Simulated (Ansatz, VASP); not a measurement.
## AlN: VASP beside Ansatz

```
Al N
1.0
     0.00000    2.03452    2.03452
     2.03452    0.00000    2.03452
     2.03452    2.03452    0.00000
Al N
1 1
Direct
  0.50000 0.50000 0.50000
  0.00000 0.00000 0.00000
```

Alike in both runs: task relaxation of cell and atoms; functional RPBE; dispersion D4; k mesh 11 × 11 × 11; occupations fermi-dirac, width 0.05 eV; no spin polarisation.

```csv
,VASP,Ansatz
version,VASP 6.6.1,Ansatz 0.2.0
potentials or method,"VASP PAW PBE potentials, release 64 (Al, N)",Ansatz PAW
plane-wave cutoff (eV),600,420
valence electrons in the cell,8,8
```

|  | VASP | Ansatz | Ansatz less VASP |
| --- | --- | --- | --- |
| gap on the k mesh at the Fermi level, each at its own relaxed structure (eV) | 5.09 | 5.09 | -0.003 |
| relaxed volume (Å³/atom) | 8.06 | 8.09 | +0.027 |
| relaxed cell length with the largest relative difference (Å) | 2.835 | 2.838 | +0.0032 |

VASP's potentials were made for PBE, not for RPBE.

Noted on Ansatz's run: odd divisions of the mesh miss points on the zone boundary, where band edges often lie, so the gap on the mesh can be too wide; the plane-wave basis is chosen anew once the cell has moved, so the energies of steps on either side of that aren't comparable.
